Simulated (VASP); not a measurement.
# MgAuC2N2 (P-1) in VASP: single point with PBE

Aim: the single point of MgAuC2N2 with PBE.

Program: VASP 6.6.1. These are calculated values, not measurements. Logs are shortened: lines on timing, memory, paths and dates and some standing lists are left out, and cuts for length are marked.

### 1 The cell of the first run

The typed cell holds 6 atoms: a = 3.379 Å, b = 3.381 Å, c = 9.135 Å, α = 100.17°, β = 79.98°, γ = 119.57°.

### 2 Single point, PBE

INCAR

```
SYSTEM = MgAuC2N2
PREC     = Accurate       ! precision mode
ENCUT    = 520            ! plane-wave cutoff, eV
EDIFF    = 1E-6           ! SCF threshold, eV
ISMEAR   = 0              ! smearing method
SIGMA    = 0.1            ! smearing width, eV
LREAL    = .FALSE.        ! projectors in reciprocal space
LASPH    = .TRUE.         ! aspherical terms in the spheres
NELM     = 80             ! most SCF steps
ALGO     = Normal         ! electronic algorithm
ISIF     = 2              ! what is computed and relaxed
LWAVE    = .FALSE.        ! write WAVECAR
LCHARG   = .FALSE.        ! write CHGCAR
GGA      = PE             ! functional
NBANDS   = 24             ! bands
```

KPOINTS

```
regular mesh
0
G
  6 6 2
  0 0 0
```

POSCAR

```
MgAuC2N2
1.0
    3.3441713971     -0.2498686111      0.4125394030
   -1.4453984094      3.0549076707     -0.0994108419
    0.3943809335     -1.3051091610      9.0331537746
Mg C Au N
1 2 1 2
Direct
    0.0000000000      0.0000000000      0.0000000000
    0.6212879113      0.3806032173      0.1510803238
    0.3787120887      0.6193967827      0.8489196762
    0.5000000000      0.5000000000      0.5000000000
    0.5749765442      0.4270668407      0.2841980762
    0.4250234558      0.5729331593      0.7158019238
```

Potentials or basis: VASP PAW PBE potentials, release 64 (Mg, C, Au, N).

The run is started by

```sh
> cat potpaw_PBE.64/Mg/POTCAR potpaw_PBE.64/C/POTCAR potpaw_PBE.64/Au/POTCAR potpaw_PBE.64/N/POTCAR > POTCAR
> mpirun -np 1 vasp_std > vasp.out
```

OUTCAR:

```text
SYSTEM = MgAuC2N2
   PREC = Accurate
   ENCUT = 520
   EDIFF = 1E-6
   ISMEAR = 0
   LREAL = .FALSE.
   LASPH = .TRUE.
   NELM = 80
   ISIF = 2
   GGA = PE

 ion  position               nearest neighbor table
   1  0.000  0.000  0.000-   2 2.36   3 2.36   2 2.38   3 2.38   2 2.39   3 2.39
   2  0.621  0.381  0.151-   5 1.19   1 2.36   1 2.38   1 2.39
   3  0.379  0.619  0.849-   6 1.19   1 2.36   1 2.38   1 2.39
   4  0.500  0.500  0.500-   5 1.93   6 1.93
   5  0.575  0.427  0.284-   2 1.19   4 1.93
   6  0.425  0.573  0.716-   3 1.19   4 1.93

  LATTYP: Found a triclinic cell.
 ALAT       =     3.3810530836
 B/A-ratio  =     1.0061096779
 C/A-ratio  =     2.7019583452
 COS(alpha) =     0.0026870678
 COS(beta)  =     0.1766093280
 COS(gamma) =     0.5037249569

  Lattice vectors:

 A1 = (  -1.4453984094,   3.0549076707,  -0.0994108419)
 A2 = (   1.8987729877,   2.8050390596,   0.3131285611)
 A3 = (  -0.3943809335,   1.3051091610,  -9.0331537746)

Analysis of symmetry for initial positions (statically):
=====================================================================
 Subroutine PRICEL returns:
 Original cell was already a primitive cell.

 Routine SETGRP: Setting up the symmetry group for a
 triclinic supercell.

 Subroutine GETGRP returns: Found  2 space group operations
 (whereof  2 operations were pure point group operations)
 out of a pool of  2 trial point group operations.

The static configuration has the point symmetry S_2 .

Analysis of symmetry for dynamics (positions and initial velocities):
=====================================================================
 Subroutine PRICEL returns:
 Original cell was already a primitive cell.

 Routine SETGRP: Setting up the symmetry group for a
 triclinic supercell.

 Subroutine GETGRP returns: Found  2 space group operations
 (whereof  2 operations were pure point group operations)
 out of a pool of  2 trial point group operations.

The dynamic configuration has the point symmetry S_2 .

 Subroutine INISYM returns: Found  2 space group operations
 (whereof  2 operations are pure point group operations),
 and found     1 'primitive' translations

----------------------------------------------------------------------------------------

                                     Primitive cell

  volume of cell :      88.8786

  direct lattice vectors                    reciprocal lattice vectors
     3.344171397 -0.249868611  0.412539403     0.309024952  0.146461562  0.007668947
    -1.445398409  3.054907671 -0.099410842     0.019337528  0.338053398  0.047997659
     0.394380933 -1.305109161  9.033153775    -0.013900196 -0.002968508  0.110881290

  length of vectors
     3.378772768  3.381053084  9.135464595     0.342061724  0.341990958  0.111788586

  position of ions in fractional coordinates (direct lattice)
     0.000000000  0.000000000  0.000000000
     0.621287911  0.380603217  0.151080324
     0.378712089  0.619396783  0.848919676
     0.500000000  0.500000000  0.500000000
     0.574976544  0.427066841  0.284198076
     0.425023456  0.572933159  0.715801924

  ion indices of the primitive-cell ions
   primitive index   ion index
                 1           1
                 2           2
                 3           3
                 4           4
                 5           5
                 6           6

----------------------------------------------------------------------------------------

 KPOINTS: regular mesh

Automatic generation of k-mesh.
 Grid dimensions read from file:
 generate k-points for:    6    6    2

 Generating k-lattice:

  Cartesian coordinates                     Fractional coordinates (reciprocal lattice)
     0.051504159  0.024410260  0.001278158     0.166666667  0.000000000  0.000000000
     0.003222921  0.056342233  0.007999610    -0.000000000  0.166666667  0.000000000
    -0.006950098 -0.001484254  0.055440645     0.000000000  0.000000000  0.500000000

  Length of vectors
     0.057010287  0.056998493  0.055894293

  Shift w.r.t. Gamma in fractional coordinates (k-lattice)
     0.000000000  0.000000000  0.000000000

 Subroutine IBZKPT returns following result:
 ===========================================

 Found     40 irreducible k-points:

 Following reciprocal coordinates:
            Coordinates               Weight
  0.000000  0.000000  0.000000      1.000000
  0.166667  0.000000  0.000000      2.000000
  0.333333  0.000000  0.000000      2.000000
  0.500000  0.000000  0.000000      1.000000
  0.000000  0.166667  0.000000      2.000000
  0.166667  0.166667  0.000000      2.000000
[... 16 lines left out ...]
  0.333333 -0.000000  0.500000      2.000000
  0.500000  0.000000  0.500000      1.000000
 [... further k-points ...]
   k-points           NKPTS =     40   k-points in BZ     NKDIM =     40   number of bands    NBANDS=     24
   number of dos      NEDOS =    301   number of ions     NIONS =      6
   total plane-waves  NPLWV =  54880
   dimension x,y,z NGX =    28 NGY =   28 NGZ =   70
   dimension x,y,z NGXF=    56 NGYF=   56 NGZF=  140
   ions per type =               1   2   1   2
   NGX,Y,Z   is equivalent  to a cutoff of  13.78, 13.77, 12.74 a.u.
   NGXF,Y,Z  is equivalent  to a cutoff of  27.55, 27.54, 25.48 a.u.
 SYSTEM =  MgAuC2N2
   PREC   = accura    normal or accurate (medium, high low for compatibility)
   ISTART =      0    job   : 0-new  1-cont  2-samecut
   ICHARG =      2    charge: 1-file 2-atom 10-const
   ISPIN  =      1    spin polarized calculation?
   LNONCOLLINEAR =      F non collinear calculations
   LSORBIT =      F    spin-orbit coupling
   LASPH  =      T    aspherical Exc in radial PAW
   ENCUT  =  520.0 eV  38.22 Ry    6.18 a.u.   6.28  6.29 16.99*2*pi/ulx,y,z
   NELM   =     80;   NELMIN=  2; NELMDL= -5     # of ELM steps
   EDIFF  = 0.1E-05   stopping-criterion for ELM
   LREAL  =      F    real-space projection
   EDIFFG = 0.1E-04   stopping-criterion for IOM
   NSW    =      0    number of steps for IOM
   IBRION =     -1    ionic relax: 0-MD 1-quasi-New 2-CG
   NFREE  =      0    steps in history (QN), initial steepest desc. (CG)
   ISIF   =      2    stress and relaxation
   ISYM   =      2    0-nonsym 1-usesym 2-fastsym
   POTIM  = 0.5000    time-step for ionic-motion
   TEBEG  =    0.0;   TEEND  =   0.0 temperature during run
   PSTRESS=    0.0 pullay stress
   NELECT =      31.0000    total number of electrons
   NUPDOWN=      -1.0000    fix difference up-down
   EMIN   =  10.00;   EMAX   =-10.00  energy-range for DOS
   EFERMI =   0.00;   METHOD = LEGACY
   ISMEAR =     0;   SIGMA  =   0.10  broadening in eV -4-tet -1-fermi 0-gaus
   EFERMI_NEDOS =   21; number of points for ismear=-14 and -15
   IALGO  =     38    algorithm
   IMIX   =      4    mixing-type and parameters
     AMIX     =   0.40;   BMIX     =  1.00
     AMIX_MAG =   1.60;   BMIX_MAG =  1.00
  volume/ion in A,a.u.               =      14.81        99.96
  Fermi-wavevector in a.u.,A,eV,Ry     =   1.152382  2.177685 18.068310  1.327983
  Thomas-Fermi vector in A             =   2.289033
   LORBIT       =      0    0 simple, 1 ext, 2 COOP (PROOUT), +10 PAW based schemes
   GGA     = PE    functional components
   LHFCALC =     F    Hartree Fock is set to
   AEXX    =    0.0000 exact exchange contribution
   IVDW    =     0    specifies the selected vdW correction
   LEPSILON=     F    determine dielectric tensor
   LRPA    =     F    only Hartree local field effects (RPA)
 non-spin polarized calculation
 Gauss-broadening in eV      SIGMA  =   0.10
  energy-cutoff  :      520.00
  volume of cell :       88.88
 maximum number of plane-waves:      2410
 NGX is ok and might be reduce to    28
   NGX = 13   NGY = 13   NGZ = 33

 number of electron      31.0000000 magnetization

 Free energy of the ion-electron system (eV)
  ---------------------------------------------------
  ext. energy  EPLUGINS =         0.00000000
  ---------------------------------------------------
  free energy    TOTEN  =       -37.83139327 eV

  energy without entropy =      -37.82221423  energy(sigma->0) =      -37.82680375

 E-fermi :   3.8930     XC(G=0):  -9.5205

 val. band max:        3.8894701214   @ k =   0.3333   0.5000   0.0000
 cond. band min:       4.0504461742   @ k =   0.5000   0.5000   0.0000
 fundamental gap:      0.1609760528
 Fermi energy:         3.8930052717

 k-point     1 :       0.0000    0.0000    0.0000
  band No.  band energies     occupation
      1     -15.8845      2.00000
      2     -15.7050      2.00000
      3      -7.9271      2.00000
      4      -5.3299      2.00000
      5      -4.8651      2.00000
      6      -2.0863      2.00000
[... 16 lines left out ...]
     23      10.6881      0.00000
     24      11.4086      0.00000

 k-point     2 :       0.1667    0.0000    0.0000
  band No.  band energies     occupation
      1     -15.8141      2.00000
      2     -15.6414      2.00000
      3      -7.8098      2.00000
      4      -5.2912      2.00000
      5      -4.5901      2.00000
      6      -2.5497      2.00000
[... 16 lines left out ...]
     23      10.8523      0.00000
     24      12.2431      0.00000

 k-point     3 :       0.3333    0.0000    0.0000
  band No.  band energies     occupation
      1     -15.6685      2.00000
      2     -15.5095      2.00000
      3      -7.5803      2.00000
      4      -5.1190      2.00000
      5      -3.9650      2.00000
      6      -3.2094      2.00000
[... 16 lines left out ...]
     23      11.3026      0.00000
     24      11.8209      0.00000

 k-point     4 :       0.5000    0.0000    0.0000
  band No.  band energies     occupation
      1     -15.5932      2.00000
      2     -15.4413      2.00000
      3      -7.4694      2.00000
      4      -4.9976      2.00000
      5      -3.6563      2.00000
      6      -3.2216      2.00000
[... 16 lines left out ...]
     23      10.9911      0.00000
     24      12.4515      0.00000

 k-point     5 :       0.0000    0.1667    0.0000
  band No.  band energies     occupation
      1     -15.8143      2.00000
      2     -15.6416      2.00000
      3      -7.8100      2.00000
      4      -5.2917      2.00000
      5      -4.5900      2.00000
      6      -2.5505      2.00000
[... 16 lines left out ...]
     23      10.8499      0.00000
     24      12.2422      0.00000

 k-point     6 :       0.1667    0.1667    0.0000
  band No.  band energies     occupation
      1     -15.7082      2.00000
      2     -15.5429      2.00000
      3      -7.6484      2.00000
      4      -5.0910      2.00000
      5      -4.2378      2.00000
      6      -3.0109      2.00000
[... 16 lines left out ...]
     23      11.2276      0.00000
     24      12.1503      0.00000
[... 379 lines left out ...]
 k-point    21 :       0.0000   -0.0000    0.5000
  band No.  band energies     occupation
      1     -15.8553      2.00000
      2     -15.7374      2.00000
      3      -7.6828      2.00000
      4      -6.3542      2.00000
      5      -3.6348      2.00000
      6      -2.0747      2.00000
[... 16 lines left out ...]
     23      10.3617      0.00000
     24      12.3767      0.00000

 k-point    22 :       0.1667    0.0000    0.5000
  band No.  band energies     occupation
      1     -15.7910      2.00000
      2     -15.6669      2.00000
      3      -7.6234      2.00000
      4      -6.0995      2.00000
      5      -3.6328      2.00000
      6      -2.3246      2.00000
[... 16 lines left out ...]
     23      10.8508      0.00000
     24      12.5505      0.00000

 k-point    23 :       0.3333   -0.0000    0.5000
  band No.  band energies     occupation
      1     -15.6575      2.00000
      2     -15.5215      2.00000
      3      -7.4987      2.00000
      4      -5.5149      2.00000
      5      -3.6728      2.00000
      6      -2.8162      2.00000
[... 16 lines left out ...]
     23      10.8960      0.00000
     24      11.7079      0.00000

 k-point    24 :       0.5000    0.0000    0.5000
  band No.  band energies     occupation
      1     -15.5884      2.00000
      2     -15.4465      2.00000
      3      -7.4341      2.00000
      4      -5.1682      2.00000
      5      -3.7419      2.00000
      6      -3.0610      2.00000
[... 16 lines left out ...]
     23      10.8242      0.00000
     24      12.2006      0.00000

 [... further k-points ...]

------------------------ aborting loop because EDIFF is reached ----------------------------------------

  FORCE on cell =-STRESS in cart. coord.  units (eV):
  Direction    XX          YY          ZZ          XY          YZ          ZX
  --------------------------------------------------------------------------------------
  -------------------------------------------------------------------------------------
  Total       -0.0469177     -0.0903264      0.6291340     -0.0247690     -0.0227962     -0.0533756
  in kB       -0.8457653     -1.6282756     11.3411336     -0.4464999     -0.4109370     -0.9621790
  external PRESSURE =       2.9556975 kB  Pullay stress =       0.0000000 kB

 VOLUME and BASIS-vectors are now :
 -----------------------------------------------------------------------------
  energy-cutoff  :      520.00
  volume of cell :       88.88
      direct lattice vectors                 reciprocal lattice vectors
     3.344171397 -0.249868611  0.412539403     0.309024952  0.146461562  0.007668947
    -1.445398409  3.054907671 -0.099410842     0.019337528  0.338053398  0.047997659
     0.394380933 -1.305109161  9.033153775    -0.013900196 -0.002968508  0.110881290

 POSITION                                       TOTAL-FORCE (eV/Angst)
 -----------------------------------------------------------------------------------
      0.00000      0.00000      0.00000         0.000000      0.000000      0.000000
      1.58715      0.81029      1.58320         0.046658      0.004715     -0.297221
      0.70600      0.68964      7.76308        -0.046658     -0.004715      0.297221
      1.14658      0.74996      4.67314         0.000000      0.000000      0.000000
      1.41762      0.79007      2.76195        -0.049724     -0.003185      0.295359
      0.87553      0.70986      6.58433         0.049724      0.003185     -0.295359
 -----------------------------------------------------------------------------------
    total drift:                               -0.000000      0.000000      0.000000

  FREE ENERGIE OF THE ION-ELECTRON SYSTEM (eV)
  ---------------------------------------------------
  free  energy   TOTEN  =       -37.8313932663 eV

  energy  without entropy=      -37.8222142344  energy(sigma->0) =      -37.82680375
```

Run time: 54 s. Hardware: 1 thread of Intel Xeon 6975P-C (Granite Rapids), shared host; peak memory 0.28 GiB.

Results:

| Property | Result |
| --- | --- |
| Free energy | -37.8314 eV |
| Pressure | 0.3 GPa |
| Largest force | 0.301 eV/Å |

Forces in eV/Å, atoms in the order of the input:
```
Mg   0.000  0.000  0.000
C    0.047  0.005 -0.297
C   -0.047 -0.005  0.297
Au   0.000  0.000  0.000
N   -0.050 -0.003  0.295
N    0.050  0.003 -0.295
```

Levels at points of the mesh, in eV from the Fermi level:
| k point | band 14 | band 15 | band 16 | band 17 | band 18 | band 19 |
| --- | --- | --- | --- | --- | --- | --- |
| (0.00, 0.00, 0.00) | -3.36 | -3.35 | 3.05 | 3.05 | 3.13 | 3.17 |
| (0.50, 0.00, 0.00) | -3.28 | -1.89 | -1.12 | 1.17 | 2.31 | 2.55 |
| (0.00, 0.50, 0.00) | -3.28 | -1.90 | -1.12 | 1.17 | 2.31 | 2.55 |
| (0.50, 0.50, 0.00) | -3.27 | -1.84 | -0.38 | 0.16 | 1.57 | 3.01 |
| (0.00, 0.00, 0.50) | -3.30 | -3.28 | 2.54 | 2.58 | 3.51 | 3.66 |
| (0.50, 0.00, 0.50) | -3.28 | -1.87 | -0.44 | 0.23 | 1.63 | 2.95 |
| (0.00, 0.50, 0.50) | -3.28 | -1.88 | -0.44 | 0.22 | 1.64 | 2.95 |
| (0.50, 0.50, 0.50) | -3.27 | -1.86 | -1.18 | 1.25 | 2.25 | 2.55 |

Caveat: spin-orbit coupling is left out, which moves the levels of the heavy elements.
